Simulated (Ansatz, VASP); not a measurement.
## Na in VASP and in Ansatz

```xyz
1
Lattice="-2.1410 2.1410 2.1410 2.1410 -2.1410 2.1410 2.1410 2.1410 -2.1410" Properties=species:S:1:pos:R:3 pbc="T T T"
Na    0.0000    0.0000    0.0000
```

Alike in both runs: task relaxation of cell and atoms; functional PBE; k mesh 9 × 9 × 9; occupations fermi-dirac, width 0.05 eV; no spin polarisation.

|  | VASP | Ansatz |
| --- | --- | --- |
| version | VASP 6.6.1 | Ansatz 0.2.0 |
| potentials or method | VASP PAW PBE potentials, release 64 (Na_pv) | Ansatz PAW |
| plane-wave cutoff (eV) | 600 | 420 |
| valence electrons in the cell | 7 | 9 |

VASP gave:

```
gap on the k mesh at the Fermi level, each at its own relaxed structure (eV) : none
relaxed volume (Å³/atom)                                                     : 36.99
relaxed cell length with the largest relative difference (Å)                 : 3.635
```

**Question.** Which values does Ansatz return?

**Answer.** gap on the k mesh at the Fermi level, each at its own relaxed structure (eV): none; relaxed volume (Å³/atom): 36.70; relaxed cell length with the largest relative difference (Å): 3.626.

A gap of «none» marks a metal or a gap that the smearing closes. VASP's potentials hold 7 valence electrons a cell and Ansatz's 9, so a difference there can come from the potentials and not from the codes.

Noted on Ansatz's run: the plane-wave basis is chosen anew once the cell has moved, so the energies of steps on either side of that aren't comparable.
